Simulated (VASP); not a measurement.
Runs of VASP 6.6.1 on HfC. The structure is that of space group Fm-3m (No. 225), or close to it. The cells are those of the table. 

```tsv
cell	gap on the mesh (eV)	pressure (GPa)
a = 3.221 Å, angles 60.0°, 2 atoms	none	(a)
a = 3.353 Å, angles 60.0°, 2 atoms	none	-12.7
a = 3.310 Å, angles 60.0°, 2 atoms	none	(b)
a = 3.331 Å, angles 60.0°, 2 atoms	none	-9.0
a = 3.244 Å, angles 60.0°, 2 atoms	none	10.1
a = 3.266 Å, angles 60.0°, 2 atoms	none	4.6
a = 3.288 Å, angles 60.0°, 2 atoms	none	-0.4
```

Alike in all rows: task single point; level PBE; potentials or basis VASP PAW PBE potentials, release 64 (Hf_pv, C); no spin polarisation; k mesh 11 × 11 × 11; cutoff (eV) 520; smearing fermi-dirac 0.15 eV.

Problem. Fill in the values left out.

Solution. (a) 16.3; (b) -4.9.

Caveats: spin-orbit coupling is left out, which moves the levels of the heavy elements.

A k mesh can miss the band edges, and the runs leave out spin-orbit coupling on Hf.

A gap of «none» marks levels without a gap at the run's occupations.
